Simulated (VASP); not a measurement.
Input of a VASP 6.6.1 run:

File INCAR:

```
PREC = Accurate ; ENCUT = 600
EDIFF = 1E-6 ; ISMEAR = -1
SIGMA = 0.02 ; LREAL = F
LASPH = T ; NELM = 120
ALGO = Normal ; ISIF = 2
LWAVE = F ; LCHARG = F
GGA = PE ; NBANDS = 75
GGA_COMPAT = F
```

KPOINTS

```
Automatic mesh
0
Gamma
  6 6 8
```

POSCAR

```
Ge3N4
1.0
    8.1243667178      0.0000000000      0.0000000000
   -4.0621833589      7.0359079673      0.0000000000
    0.0000000000      0.0000000000      3.0671408214
Ge N
6 8
Direct
    0.8268995689      0.2336841297      0.7500000000
    0.5932154392      0.8268995689      0.2500000000
    0.2336841297      0.4067845608      0.2500000000
    0.7663158703      0.5932154392      0.7500000000
    0.4067845608      0.1731004311      0.7500000000
    0.1731004311      0.7663158703      0.2500000000
    0.6666666667      0.3333333333      0.7500000000
    0.3333333333      0.6666666667      0.2500000000
    0.6689746006      0.9716604200      0.7500000000
    0.6973141806      0.6689746006      0.2500000000
    0.9716604200      0.3026858194      0.2500000000
    0.0283395800      0.6973141806      0.7500000000
    0.3310253994      0.0283395800      0.2500000000
    0.3026858194      0.3310253994      0.7500000000
```

Potentials or basis: VASP PAW PBE potentials, release 64 (Ge_d, N).

The run is started by

```bash
$ cat potpaw_PBE.64/Ge_d/POTCAR potpaw_PBE.64/N/POTCAR > POTCAR
$ mpirun -np 1 vasp_std > vasp.out
```

Q: Estimate the pressure.

A: 2.8 GPa.

Q: Estimate the band gap on the k mesh.

A: 1.97 eV, direct.

Q: Estimate the largest force.

A: 0.044 eV/Å.

Stress tensor (GPa, compression positive):
```
1.26 0.00 0.00
0.00 1.26 0.00
0.00 0.00 5.82
```

Caveat: the cell differs from its parent crystal (epitaxial xy strain +1.0%). A k mesh can miss the band edges.
